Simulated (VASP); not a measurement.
# Co (P6_3/mmc) in VASP: single point with r2SCAN

Aim: the single point of Co with r2SCAN.

All numbers are computed with VASP 6.6.1; they aren't measurements. Logs are shortened: lines on timing, memory, paths and dates and some standing lists are left out, and cuts for length are marked.

### 1 The cell of the first run

It takes space group P6_3/mmc (No. 194, hexagonal). The conventional cell has a = 2.471 Å, b = 2.471 Å, c = 8.088 Å, α = 90.00°, β = 90.00°, γ = 120.00°. Co (site symmetry -3m) has 12 Co at 2.47 Å within 3.3 Å. Within 3.3 Å of Co (site symmetry -6m2) lie 12 Co at 2.47 Å.

### 2 Single point, r2SCAN, collinear spin, ferromagnetic start

POSCAR

```
Co
1.0
    2.4705617809      0.0000000000      0.0000000000
   -1.2352808905      2.1395692639      0.0000000000
    0.0000000000      0.0000000000      8.0882338000
Co
4
Direct
    0.0000000000      0.0000000000      0.0000000000
    0.3333333300      0.6666666700      0.2500000000
    0.0000000000      0.0000000000      0.5000000000
    0.6666666700      0.3333333300      0.7500000000
```

INCAR.step1

```
SYSTEM = Co
PREC     = Accurate       ! precision mode
ENCUT    = 520            ! plane-wave cutoff, eV
ISMEAR   = 0              ! smearing method
SIGMA    = 0.1            ! smearing width, eV
LREAL    = .False.        ! projectors in reciprocal space
LASPH    = .True.         ! aspherical terms in the spheres
NELM     = 150            ! most SCF steps
ISPIN    = 2              ! spin polarisation
MAGMOM   = 3 3 3 3        ! initial moments
LMAXMIX  = 4              ! l up to which the mixer works
NBANDS   = 30             ! bands
GGA      = PE             ! functional
ALGO     = Normal         ! electronic algorithm
EDIFF    = 1E-4           ! SCF threshold, eV
LWAVE    = .True.         ! write WAVECAR
LCHARG   = .False.        ! write CHGCAR
```

INCAR.step2

```
SYSTEM = Co
PREC     = Accurate       ! precision mode
ENCUT    = 520            ! plane-wave cutoff, eV
EDIFF    = 1E-7           ! SCF threshold, eV
ISMEAR   = 0              ! smearing method
SIGMA    = 0.1            ! smearing width, eV
LREAL    = .False.        ! projectors in reciprocal space
LASPH    = .True.         ! aspherical terms in the spheres
NELM     = 150            ! most SCF steps
ALGO     = Normal         ! electronic algorithm
ISIF     = 2              ! what is computed and relaxed
LWAVE    = .False.        ! write WAVECAR
LCHARG   = .False.        ! write CHGCAR
ISPIN    = 2              ! spin polarisation
MAGMOM   = 3 3 3 3        ! initial moments
LORBIT   = 11             ! projections on sites
LMAXMIX  = 4              ! l up to which the mixer works
METAGGA  = R2SCAN         ! meta-GGA
LMIXTAU  = .True.       
NBANDS   = 30             ! bands
ISTART   = 1
```

KPOINTS

```
regular mesh
0
Gamma
  9 9 2
  0 0 0
```

Potentials or basis: VASP PAW PBE potentials, release 64 (Co).

The run is started by

```
$ cat potpaw_PBE.64/Co/POTCAR > POTCAR
$ cp INCAR.step1 INCAR
$ mpirun -np 1 vasp_std > vasp.out
$ cp INCAR.step2 INCAR
$ mpirun -np 1 vasp_std > vasp.out
```

OUTCAR:

```text
SYSTEM = Co
   PREC = Accurate
   ENCUT = 520
   EDIFF = 1E-7
   ISMEAR = 0
   LREAL = .False.
   LASPH = .True.
   NELM = 150
   ISIF = 2
   ISPIN = 2
   LORBIT = 11
   METAGGA = R2SCAN
   ISTART = 1

 ion  position               nearest neighbor table
   1  0.000  0.000  0.000-   2 2.47   4 2.47   4 2.47   2 2.47   4 2.47   2 2.47
   2  0.333  0.667  0.250-   1 2.47   3 2.47   1 2.47   3 2.47   1 2.47   3 2.47
   3  0.000  0.000  0.500-   2 2.47   4 2.47   4 2.47   2 2.47   4 2.47   2 2.47
   4  0.667  0.333  0.750-   1 2.47   3 2.47   1 2.47   3 2.47   1 2.47   3 2.47

  LATTYP: Found a hexagonal cell.
 ALAT       =     2.4705617809
 C/A-ratio  =     3.2738439745

  Lattice vectors:

 A1 = (   2.4705617809,   0.0000000000,   0.0000000000)
 A2 = (  -1.2352808905,   2.1395692639,   0.0000000000)
 A3 = (   0.0000000000,   0.0000000000,   8.0882338000)

Analysis of symmetry for initial positions (statically):
=====================================================================
 Subroutine PRICEL returns:
 Original cell was already a primitive cell.

 Routine SETGRP: Setting up the symmetry group for a
 hexagonal supercell.

 Subroutine GETGRP returns: Found 24 space group operations
 (whereof 12 operations were pure point group operations)
 out of a pool of 24 trial point group operations.

The static configuration has the point symmetry D_3d.
 The point group associated with its full space group is D_6h.

Analysis of symmetry for dynamics (positions and initial velocities):
=====================================================================
 Subroutine PRICEL returns:
 Original cell was already a primitive cell.

 Routine SETGRP: Setting up the symmetry group for a
 hexagonal supercell.

 Subroutine GETGRP returns: Found 24 space group operations
 (whereof 12 operations were pure point group operations)
 out of a pool of 24 trial point group operations.

The dynamic configuration has the point symmetry D_3d.
 The point group associated with its full space group is D_6h.

Analysis of structural, dynamic, and magnetic symmetry:
=====================================================================
 Subroutine PRICEL returns:
 Original cell was already a primitive cell.

 Routine SETGRP: Setting up the symmetry group for a
 hexagonal supercell.

 Subroutine GETGRP returns: Found 24 space group operations
 (whereof 12 operations were pure point group operations)
 out of a pool of 24 trial point group operations.

The overall configuration has the point symmetry D_3d.
 The point group associated with its full space group is D_6h.

 Subroutine INISYM returns: Found 24 space group operations
 (whereof 12 operations are pure point group operations),
 and found     1 'primitive' translations

----------------------------------------------------------------------------------------

                                     Primitive cell

  volume of cell :      42.7539

  direct lattice vectors                    reciprocal lattice vectors
     2.470561781  0.000000000  0.000000000     0.404766239  0.233691897  0.000000000
    -1.235280890  2.139569264  0.000000000     0.000000000  0.467383794  0.000000000
     0.000000000  0.000000000  8.088233800     0.000000000  0.000000000  0.123636386

  length of vectors
     2.470561781  2.470561781  8.088233800     0.467383794  0.467383794  0.123636386

  position of ions in fractional coordinates (direct lattice)
     0.000000000  0.000000000  0.000000000
     0.333333330  0.666666670  0.250000000
     0.000000000  0.000000000  0.500000000
     0.666666670  0.333333330  0.750000000

  ion indices of the primitive-cell ions
   primitive index   ion index
                 1           1
                 2           2
                 3           3
                 4           4

----------------------------------------------------------------------------------------

 KPOINTS: regular mesh

Automatic generation of k-mesh.
 Grid dimensions read from file:
 generate k-points for:    9    9    2

 Generating k-lattice:

  Cartesian coordinates                     Fractional coordinates (reciprocal lattice)
     0.044974027  0.025965766  0.000000000     0.111111111 -0.000000000  0.000000000
     0.000000000  0.051931533  0.000000000     0.000000000  0.111111111  0.000000000
     0.000000000  0.000000000  0.061818193     0.000000000  0.000000000  0.500000000

  Length of vectors
     0.051931533  0.051931533  0.061818193

  Shift w.r.t. Gamma in fractional coordinates (k-lattice)
     0.000000000  0.000000000  0.000000000

 Subroutine IBZKPT returns following result:
 ===========================================

 Found     24 irreducible k-points:

 Following reciprocal coordinates:
            Coordinates               Weight
  0.000000  0.000000  0.000000      1.000000
  0.111111  0.000000  0.000000      6.000000
  0.222222  0.000000  0.000000      6.000000
  0.333333  0.000000  0.000000      6.000000
  0.444444  0.000000  0.000000      6.000000
  0.111111  0.111111  0.000000      6.000000
[... 16 lines left out ...]
  0.333333  0.222222  0.500000     12.000000
  0.333333  0.333333  0.500000      2.000000
   k-points           NKPTS =     24   k-points in BZ     NKDIM =     24   number of bands    NBANDS=     30
   number of dos      NEDOS =    301   number of ions     NIONS =      4
   total plane-waves  NPLWV =  19440
   dimension x,y,z NGX =    18 NGY =   18 NGZ =   60
   dimension x,y,z NGXF=    36 NGYF=   36 NGZF=  120
   ions per type =               4
   NGX,Y,Z   is equivalent  to a cutoff of  12.11, 12.11, 12.33 a.u.
   NGXF,Y,Z  is equivalent  to a cutoff of  24.22, 24.22, 24.66 a.u.
 SYSTEM =  Co
   PREC   = accura    normal or accurate (medium, high low for compatibility)
   ISTART =      1    job   : 0-new  1-cont  2-samecut
   ICHARG =      0    charge: 1-file 2-atom 10-const
   ISPIN  =      2    spin polarized calculation?
   LNONCOLLINEAR =      F non collinear calculations
   LSORBIT =      F    spin-orbit coupling
   LASPH  =      T    aspherical Exc in radial PAW
   ENCUT  =  520.0 eV  38.22 Ry    6.18 a.u.   4.59  4.59 15.04*2*pi/ulx,y,z
   NELM   =    150;   NELMIN=  2; NELMDL=  0     # of ELM steps
   EDIFF  = 0.1E-06   stopping-criterion for ELM
   LREAL  =      F    real-space projection
   EDIFFG = 0.1E-05   stopping-criterion for IOM
   NSW    =      0    number of steps for IOM
   IBRION =     -1    ionic relax: 0-MD 1-quasi-New 2-CG
   NFREE  =      0    steps in history (QN), initial steepest desc. (CG)
   ISIF   =      2    stress and relaxation
   ISYM   =      2    0-nonsym 1-usesym 2-fastsym
   POTIM  = 0.5000    time-step for ionic-motion
   TEBEG  =    0.0;   TEEND  =   0.0 temperature during run
   PSTRESS=    0.0 pullay stress
   NELECT =      36.0000    total number of electrons
   NUPDOWN=      -1.0000    fix difference up-down
   EMIN   =  10.00;   EMAX   =-10.00  energy-range for DOS
   EFERMI =   0.00;   METHOD = LEGACY
   ISMEAR =     0;   SIGMA  =   0.10  broadening in eV -4-tet -1-fermi 0-gaus
   EFERMI_NEDOS =   21; number of points for ismear=-14 and -15
   IALGO  =     38    algorithm
   IMIX   =      4    mixing-type and parameters
     AMIX     =   0.40;   BMIX     =  1.00
     AMIX_MAG =   1.60;   BMIX_MAG =  1.00
  volume/ion in A,a.u.               =      10.69        72.13
  Fermi-wavevector in a.u.,A,eV,Ry     =   1.545908  2.921343 32.515647  2.389833
  Thomas-Fermi vector in A             =   2.651220
   LORBIT       =     11    0 simple, 1 ext, 2 COOP (PROOUT), +10 PAW based schemes
   METAGGA = R2SCAN    functional components
   LHFCALC =     F    Hartree Fock is set to
   AEXX    =    0.0000 exact exchange contribution
   IVDW    =     0    specifies the selected vdW correction
   LEPSILON=     F    determine dielectric tensor
   LRPA    =     F    only Hartree local field effects (RPA)
 spin polarized calculation
 Gauss-broadening in eV      SIGMA  =   0.10
  energy-cutoff  :      520.00
  volume of cell :       42.75
 maximum number of plane-waves:      1174
   NGX =  9   NGY =  9   NGZ = 31

 number of electron      35.9999991 magnetization       7.2669396

 Free energy of the ion-electron system (eV)
  ---------------------------------------------------
  ext. energy  EPLUGINS =         0.00000000
  ---------------------------------------------------
  free energy    TOTEN  =       -52.89654395 eV

  energy without entropy =      -52.88407611  energy(sigma->0) =      -52.89031003

 E-fermi :  10.6437     XC(G=0): -14.7803

 val. band max:       10.6035419499   @ k =   0.3333   0.3333   0.5000
 cond. band min:      10.6454551861   @ k =   0.4444   0.0000   0.0000
 fundamental gap:      0.0419132362
 Fermi energy:        10.6436786267

 spin component 1

 k-point     1 :       0.0000    0.0000    0.0000
  band No.  band energies     occupation
      1       1.0663      1.00000
      2       3.3164      1.00000
      3       3.3622      1.00000
      4       4.7015      1.00000
      5       6.8513      1.00000
      6       6.8987      1.00000
[... 781 lines left out ...]
     29      21.6465      0.00000
     30      21.6465      0.00000
 Fermi energy:        10.6436786267

 spin component 2

 k-point     1 :       0.0000    0.0000    0.0000
  band No.  band energies     occupation
      1       0.5488      1.00000
      2       2.9819      1.00000
      3       3.0004      1.00000
      4       5.8260      1.00000
      5       8.6523      1.00000
      6       8.7746      1.00000
[... 781 lines left out ...]
     29      22.5737      0.00000
     30      22.5737      0.00000

------------------------ aborting loop because EDIFF is reached ----------------------------------------

  FORCE on cell =-STRESS in cart. coord.  units (eV):
  Direction    XX          YY          ZZ          XY          YZ          ZX
  --------------------------------------------------------------------------------------
  -------------------------------------------------------------------------------------
  Total        0.4327430      0.4327430     -0.0816031     -0.0000000      0.0000000      0.0000000
  in kB       16.2167884     16.2167884     -3.0580274     -0.0000000      0.0000000      0.0000000
  external PRESSURE =       9.7918498 kB  Pullay stress =       0.0000000 kB

 VOLUME and BASIS-vectors are now :
 -----------------------------------------------------------------------------
  energy-cutoff  :      520.00
  volume of cell :       42.75
      direct lattice vectors                 reciprocal lattice vectors
     2.470561781  0.000000000  0.000000000     0.404766239  0.233691897  0.000000000
    -1.235280890  2.139569264  0.000000000     0.000000000  0.467383794  0.000000000
     0.000000000  0.000000000  8.088233800     0.000000000  0.000000000  0.123636386

 POSITION                                       TOTAL-FORCE (eV/Angst)
 -----------------------------------------------------------------------------------
      0.00000      0.00000      0.00000         0.000000      0.000000      0.000000
     -0.00000      1.42638      2.02206        -0.000000     -0.000000      0.000000
      0.00000      0.00000      4.04412         0.000000      0.000000      0.000000
      1.23528      0.71319      6.06618         0.000000      0.000000     -0.000000
 -----------------------------------------------------------------------------------
    total drift:                                0.000000      0.000000      0.000000

  FREE ENERGIE OF THE ION-ELECTRON SYSTEM (eV)
  ---------------------------------------------------
  free  energy   TOTEN  =       -52.8965439526 eV

  energy  without entropy=      -52.8840761133  energy(sigma->0) =      -52.89031003

 total charge

# of ion       s       p       d       tot
------------------------------------------
    1        0.520   0.577   7.230   8.327
    2        0.518   0.582   7.218   8.318
    3        0.520   0.577   7.230   8.327
    4        0.518   0.582   7.218   8.318
--------------------------------------------------
tot          2.077   2.319  28.895  33.291

 magnetization (x)

# of ion       s       p       d       tot
------------------------------------------
    1       -0.006  -0.072   1.937   1.859
    2       -0.005  -0.073   1.965   1.887
    3       -0.006  -0.072   1.937   1.859
    4       -0.005  -0.073   1.965   1.887
--------------------------------------------------
tot         -0.023  -0.289   7.805   7.493
```

Run time: 3.4 min. Hardware: 1 thread of Intel Xeon Platinum 8488C (Sapphire Rapids), shared host; peak memory 0.2 GiB.

Results:

* Free energy: -52.8965 eV
* Pressure: 1.0 GPa
* Net moment: 7.27 μB per cell
* Site moments: Co +1.86, +1.89 μB
* Valence electrons inside the program's atomic spheres: Co 8.33, 8.32

Caveat: the k points lie up to 0.39 Å⁻¹ apart; the PAW data sets were made with another functional, which shifts forces and pressure a little.
